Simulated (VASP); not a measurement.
# MoS2 (P-1) in VASP: further runs

MoS2 is run at these levels: PBE; tasks: electric field gradients.

Program: VASP 6.6.1. These are calculated values, not measurements. Logs are shortened: lines on timing, memory, paths and dates and some standing lists are left out, and cuts for length are marked.

## 1. The cell of the first run

The typed cell holds 6 atoms: a = 3.161 Å, b = 3.134 Å, c = 12.296 Å, α = 89.57°, β = 88.85°, γ = 119.13°.

## 2. Electric field gradients, PBE (equal xy, yz and zx shear strains of +2 %)

Input file INCAR:

```
PREC = Accurate ; ENCUT = 520
EDIFF = 1E-8 ; ISMEAR = -1
SIGMA = 0.03 ; LREAL = F
LASPH = T ; NELM = 100
ALGO = Normal ; ISIF = 2
LWAVE = F ; LCHARG = F
GGA = PE ; LEFG = T
NBANDS = 35
```

Input file KPOINTS:

```
Automatic mesh
0
Gamma
  10 10 3
```

Input file POSCAR:

```
MoS2
1.0
    3.1610016016      0.0316100160      0.0316100160
   -1.5531257239      2.7217026804      0.0115700689
    0.1229500000      0.1229500000     12.2950000000
Mo S
2 4
Direct
    0.3333333333      0.6666666667      0.2500000000
    0.6666666667      0.3333333333      0.7500000000
    0.3333333333      0.6666666667      0.6275000000
    0.6666666667      0.3333333333      0.1275000000
    0.3333333333      0.6666666667      0.8725000000
    0.6666666667      0.3333333333      0.3725000000
```

Potentials or basis: VASP PAW PBE potentials, release 64 (Mo_sv, S).

Run with:

```bash
$ cat potpaw_PBE.64/Mo_sv/POTCAR potpaw_PBE.64/S/POTCAR > POTCAR
$ mpirun -np 1 vasp_std > vasp.out
```

OUTCAR:

```text
PREC = Accurate
   ENCUT = 520
   EDIFF = 1E-8
   ISMEAR = -1
   LREAL = F
   LASPH = T
   NELM = 100
   ISIF = 2
   GGA = PE

 ion  position               nearest neighbor table
   1  0.333  0.667  0.250-   4 2.34   4 2.35   6 2.35   6 2.36   6 2.39   4 2.41
   2  0.667  0.333  0.750-   5 2.34   5 2.35   3 2.35   3 2.36   3 2.39   5 2.41
   3  0.333  0.667  0.627-   2 2.35   2 2.36   2 2.39
   4  0.667  0.333  0.127-   1 2.34   1 2.35   1 2.41
   5  0.333  0.667  0.873-   2 2.34   2 2.35   2 2.41
   6  0.667  0.333  0.373-   1 2.35   1 2.36   1 2.39

  LATTYP: Found a triclinic cell.
 ALAT       =     5.4755628510
 B/A-ratio  =     0.5723042227
 C/A-ratio  =     2.2456557934
 COS(alpha) =     0.0074204947
 COS(beta)  =     0.0200959808
 COS(gamma) =     0.8635246262

  Lattice vectors:

 A1 = (   0.0547501538,   5.4750153768,   0.0547501538)
 A2 = (  -1.5531257239,   2.7217026804,   0.0115700689)
 A3 = (   0.1229500000,   0.1229500000,  12.2950000000)

Analysis of symmetry for initial positions (statically):
=====================================================================
 Subroutine PRICEL returns:
 Original cell was already a primitive cell.

 Routine SETGRP: Setting up the symmetry group for a
 triclinic supercell.

 Subroutine GETGRP returns: Found  2 space group operations
 (whereof  2 operations were pure point group operations)
 out of a pool of  2 trial point group operations.

The static configuration has the point symmetry S_2 .

Analysis of symmetry for dynamics (positions and initial velocities):
=====================================================================
 Subroutine PRICEL returns:
 Original cell was already a primitive cell.

 Routine SETGRP: Setting up the symmetry group for a
 triclinic supercell.

 Subroutine GETGRP returns: Found  2 space group operations
 (whereof  2 operations were pure point group operations)
 out of a pool of  2 trial point group operations.

The dynamic configuration has the point symmetry S_2 .

 Subroutine INISYM returns: Found  2 space group operations
 (whereof  2 operations are pure point group operations),
 and found     1 'primitive' translations

----------------------------------------------------------------------------------------

                                     Primitive cell

  volume of cell :     106.3602

  direct lattice vectors                    reciprocal lattice vectors
     3.161001602  0.031610016  0.031610016     0.314609327  0.179551212 -0.004941605
    -1.553125724  2.721702680  0.011570069    -0.003617506  0.365368128 -0.003617506
     0.122950000  0.122950000 12.295000000    -0.000805445 -0.000805445  0.081349984

  length of vectors
     3.161317686  3.133687742 12.296229439     0.362273496  0.365403943  0.081357959

  position of ions in fractional coordinates (direct lattice)
     0.333333333  0.666666667  0.250000000
     0.666666667  0.333333333  0.750000000
     0.333333333  0.666666667  0.627500000
     0.666666667  0.333333333  0.127500000
     0.333333333  0.666666667  0.872500000
     0.666666667  0.333333333  0.372500000

  ion indices of the primitive-cell ions
   primitive index   ion index
                 1           1
                 2           2
                 3           3
                 4           4
                 5           5
                 6           6

----------------------------------------------------------------------------------------

 KPOINTS: Automatic mesh

Automatic generation of k-mesh.
 Grid dimensions read from file:
 generate k-points for:   10   10    3

 Generating k-lattice:

  Cartesian coordinates                     Fractional coordinates (reciprocal lattice)
     0.031460933  0.017955121 -0.000494161     0.100000000 -0.000000000  0.000000000
    -0.000361751  0.036536813 -0.000361751     0.000000000  0.100000000  0.000000000
    -0.000268482 -0.000268482  0.027116661     0.000000000  0.000000000  0.333333333

  Length of vectors
     0.036227350  0.036540394  0.027119320

  Shift w.r.t. Gamma in fractional coordinates (k-lattice)
     0.000000000  0.000000000  0.000000000

 Subroutine IBZKPT returns following result:
 ===========================================

 Found    152 irreducible k-points:

 Following reciprocal coordinates:
            Coordinates               Weight
  0.000000  0.000000  0.000000      1.000000
  0.100000  0.000000 -0.000000      2.000000
  0.200000  0.000000 -0.000000      2.000000
  0.300000 -0.000000  0.000000      2.000000
  0.400000  0.000000  0.000000      2.000000
  0.500000 -0.000000 -0.000000      1.000000
[... 16 lines left out ...]
 -0.400000  0.200000 -0.000000      2.000000
 -0.300000  0.200000  0.000000      2.000000
 [... further k-points ...]
   k-points           NKPTS =    152   k-points in BZ     NKDIM =    152   number of bands    NBANDS=     35
   number of dos      NEDOS =    301   number of ions     NIONS =      6
   total plane-waves  NPLWV =  55296
   dimension x,y,z NGX =    24 NGY =   24 NGZ =   96
   dimension x,y,z NGXF=    48 NGYF=   48 NGZF=  192
   ions per type =               2   4
   NGX,Y,Z   is equivalent  to a cutoff of  12.62, 12.73, 12.98 a.u.
   NGXF,Y,Z  is equivalent  to a cutoff of  25.24, 25.46, 25.96 a.u.
 SYSTEM =  unknown system
   PREC   = accura    normal or accurate (medium, high low for compatibility)
   ISTART =      0    job   : 0-new  1-cont  2-samecut
   ICHARG =      2    charge: 1-file 2-atom 10-const
   ISPIN  =      1    spin polarized calculation?
   LNONCOLLINEAR =      F non collinear calculations
   LSORBIT =      F    spin-orbit coupling
   LASPH  =      T    aspherical Exc in radial PAW
   ENCUT  =  520.0 eV  38.22 Ry    6.18 a.u.   5.88  5.83 22.86*2*pi/ulx,y,z
   NELM   =    100;   NELMIN=  2; NELMDL= -5     # of ELM steps
   EDIFF  = 0.1E-07   stopping-criterion for ELM
   LREAL  =      F    real-space projection
   EDIFFG = 0.1E-06   stopping-criterion for IOM
   NSW    =      0    number of steps for IOM
   IBRION =     -1    ionic relax: 0-MD 1-quasi-New 2-CG
   NFREE  =      0    steps in history (QN), initial steepest desc. (CG)
   ISIF   =      2    stress and relaxation
   ISYM   =      2    0-nonsym 1-usesym 2-fastsym
   POTIM  = 0.5000    time-step for ionic-motion
   TEBEG  =    0.0;   TEEND  =   0.0 temperature during run
   PSTRESS=    0.0 pullay stress
   NELECT =      52.0000    total number of electrons
   NUPDOWN=      -1.0000    fix difference up-down
   EMIN   =  10.00;   EMAX   =-10.00  energy-range for DOS
   EFERMI =   0.00;   METHOD = LEGACY
   ISMEAR =    -1;   SIGMA  =   0.03  broadening in eV -4-tet -1-fermi 0-gaus
   EFERMI_NEDOS =   21; number of points for ismear=-14 and -15
   IALGO  =     38    algorithm
   IMIX   =      4    mixing-type and parameters
     AMIX     =   0.40;   BMIX     =  1.00
     AMIX_MAG =   1.60;   BMIX_MAG =  1.00
  volume/ion in A,a.u.               =      17.73       119.63
  Fermi-wavevector in a.u.,A,eV,Ry     =   1.289683  2.437147 22.630320  1.663282
  Thomas-Fermi vector in A             =   2.421561
   LORBIT       =      0    0 simple, 1 ext, 2 COOP (PROOUT), +10 PAW based schemes
   GGA     = PE    functional components
   LHFCALC =     F    Hartree Fock is set to
   AEXX    =    0.0000 exact exchange contribution
   IVDW    =     0    specifies the selected vdW correction
   LEPSILON=     F    determine dielectric tensor
   LRPA    =     F    only Hartree local field effects (RPA)
 non-spin polarized calculation
  energy-cutoff  :      520.00
  volume of cell :      106.36
 maximum number of plane-waves:      2892
   NGX = 11   NGY = 11   NGZ = 45

 number of electron      52.0000000 magnetization

 Free energy of the ion-electron system (eV)
  ---------------------------------------------------
  ext. energy  EPLUGINS =         0.00000000
  ---------------------------------------------------
  free energy    TOTEN  =       -43.41480661 eV

  energy without entropy =      -43.41480660  energy(sigma->0) =      -43.41480660

 E-fermi :   8.1309     XC(G=0): -10.7823

 val. band max:        7.7417161237   @ k =   0.0000   0.0000   0.0000
 cond. band min:       8.5906770876   @ k =   0.3000   0.3000   0.0000
 fundamental gap:      0.8489609639
 Fermi energy:         8.1309255977

 k-point     1 :       0.0000    0.0000    0.0000
  band No.  band energies     occupation
      1     -53.9049      2.00000
      2     -53.9049      2.00000
      3     -28.0810      2.00000
      4     -28.0809      2.00000
      5     -27.8797      2.00000
      6     -27.8797      2.00000
[... 27 lines left out ...]
     34      10.3038      0.00000
     35      13.1141      0.00000

 k-point     2 :       0.1000    0.0000   -0.0000
  band No.  band energies     occupation
      1     -53.9011      2.00000
      2     -53.9010      2.00000
      3     -28.0733      2.00000
      4     -28.0732      2.00000
      5     -27.9182      2.00000
      6     -27.9182      2.00000
[... 27 lines left out ...]
     34      10.2069      0.00000
     35      13.7885      0.00000

 k-point     3 :       0.2000    0.0000   -0.0000
  band No.  band energies     occupation
      1     -53.8910      2.00000
      2     -53.8910      2.00000
      3     -28.0539      2.00000
      4     -28.0538      2.00000
      5     -28.0189      2.00000
      6     -28.0189      2.00000
[... 27 lines left out ...]
     34      10.7307      0.00000
     35      15.0222      0.00000
[... 723 lines left out ...]
 k-point    23 :      -0.4000    0.2000   -0.0000
  band No.  band energies     occupation
      1     -53.8710      2.00000
      2     -53.8710      2.00000
      3     -28.1624      2.00000
      4     -28.1624      2.00000
      5     -28.0127      2.00000
      6     -28.0126      2.00000
[... 27 lines left out ...]
     34      11.9328      0.00000
     35      15.3738      0.00000

 k-point    24 :      -0.3000    0.2000    0.0000
  band No.  band energies     occupation
      1     -53.8811      2.00000
      2     -53.8811      2.00000
      3     -28.0823      2.00000
      4     -28.0823      2.00000
      5     -28.0329      2.00000
      6     -28.0328      2.00000
[... 27 lines left out ...]
     34      11.3122      0.00000
     35      15.5651      0.00000

 [... further k-points ...]

------------------------ aborting loop because EDIFF is reached ----------------------------------------

  FORCE on cell =-STRESS in cart. coord.  units (eV):
  Direction    XX          YY          ZZ          XY          YZ          ZX
  --------------------------------------------------------------------------------------
  -------------------------------------------------------------------------------------
  Total        4.4711522      4.4946326      8.8332977     -1.1608529     -2.0046559     -2.0053892
  in kB       67.3520597     67.7057606    133.0620748    -17.4867307    -30.1975191    -30.2085645
  external PRESSURE =      89.3732984 kB  Pullay stress =       0.0000000 kB

 VOLUME and BASIS-vectors are now :
 -----------------------------------------------------------------------------
  energy-cutoff  :      520.00
  volume of cell :      106.36
      direct lattice vectors                 reciprocal lattice vectors
     3.161001602  0.031610016  0.031610016     0.314609327  0.179551212 -0.004941605
    -1.553125724  2.721702680  0.011570069    -0.003617506  0.365368128 -0.003617506
     0.122950000  0.122950000 12.295000000    -0.000805445 -0.000805445  0.081349984

 POSITION                                       TOTAL-FORCE (eV/Angst)
 -----------------------------------------------------------------------------------
      0.04899      1.85574      3.09200        -0.149826      0.005983      0.031724
      1.68184      1.02052      9.24618         0.149826     -0.005983     -0.031724
      0.09540      1.90216      7.73336         0.244083      0.322376     -1.205113
      1.60530      0.94398      1.59254         0.394853      0.316316     -1.237506
      0.12552      1.93228     10.74564        -0.394853     -0.316316      1.237506
      1.63542      0.97411      4.60482        -0.244083     -0.322376      1.205113
 -----------------------------------------------------------------------------------
    total drift:                                0.000000      0.000000     -0.000000

  FREE ENERGIE OF THE ION-ELECTRON SYSTEM (eV)
  ---------------------------------------------------
  free  energy   TOTEN  =       -43.4148066125 eV

  energy  without entropy=      -43.4148065975  energy(sigma->0) =      -43.41480660

 Electric field gradients (V/A^2)
---------------------------------------------------------------------
 ion       V_xx      V_yy      V_zz      V_xy      V_xz      V_yz
---------------------------------------------------------------------
   1      46.773    46.345   -93.118    10.324    17.743    17.739
   2      46.773    46.345   -93.118    10.324    17.743    17.739
   3      28.738    33.040   -61.779    -1.693     3.121     4.473
   4      33.023    28.948   -61.972     2.491     5.779     4.425
   5      33.023    28.948   -61.972     2.491     5.779     4.425
   6      28.738    33.040   -61.779    -1.693     3.121     4.473
---------------------------------------------------------------------

 Electric field gradients after diagonalization (V/A^2)
 (convention: |V_zz| > |V_xx| > |V_yy|)
----------------------------------------------------------------------
 ion       V_xx      V_yy      V_zz     asymmetry (V_yy - V_xx)/ V_zz
----------------------------------------------------------------------
   1      60.970    36.233   -97.203       0.254
   2      60.970    36.233   -97.203       0.254
   3      33.738    28.363   -62.102       0.087
   4      34.730    27.792   -62.521       0.111
   5      34.730    27.792   -62.521       0.111
   6      33.738    28.363   -62.102       0.087
----------------------------------------------------------------------

           NMR quadrupolar parameters

 Cq : quadrupolar parameter    Cq=e*Q*V_zz/h
 eta: asymmetry parameters     (V_yy - V_xx)/ V_zz
 Q  : nuclear electric quadrupole moment in mb (millibarn)
----------------------------------------------------------------------
 ion       Cq(MHz)       eta       Q (mb)
----------------------------------------------------------------------
   1      -0.235       0.254       1.000
   2      -0.235       0.254       1.000
   3      -0.150       0.087       1.000
   4      -0.151       0.111       1.000
   5      -0.151       0.111       1.000
   6      -0.150       0.087       1.000
----------------------------------------------------------------------
```

Wall time 9.8 min (1 thread of Intel Xeon Platinum 8259CL at 2.50GHz (Skylake/Cascade Lake), shared host); peak memory 0.53 GiB.

Results:

```
Free energy                             : -43.4148 eV
Pressure                                : 8.9 GPa
Largest force                           : 1.337 eV/Å
Band gap on the k mesh                  : 0.85 eV (least direct gap 1.82 eV)
Largest electric field gradient by atom : Mo -97.2; S -62.1, -62.5 (each value once) V/Å²
```

Forces on the atoms (eV/Å):
```
Mo  -0.150  0.006  0.032
Mo   0.150 -0.006 -0.032
S    0.244  0.322 -1.205
S    0.395  0.316 -1.238
S   -0.395 -0.316  1.238
S   -0.244 -0.322  1.205
```

Electric field gradients, principal values (V/Å²):
```
atom   least  middle  greatest (by size)
1 Mo  36.233  60.970             -97.203
2 Mo  36.233  60.970             -97.203
 3 S  28.363  33.738             -62.102
 4 S  27.792  34.730             -62.521
 5 S  27.792  34.730             -62.521
 6 S  28.363  33.738             -62.102
```

Caveat: the cell differs from its parent crystal (equal xy, yz and zx shear strains of +2 %); the cell stands under pressure; without QUAD_EFG the Cq values of the log hold for a quadrupole moment of 1 mb, not for the nuclei; an odd mesh through Γ misses points on the zone boundary, where band edges can lie; forces of over 1 eV/Å act on the atoms, so gaps and moduli don't describe the material at rest.

[end of part 1 of 2]
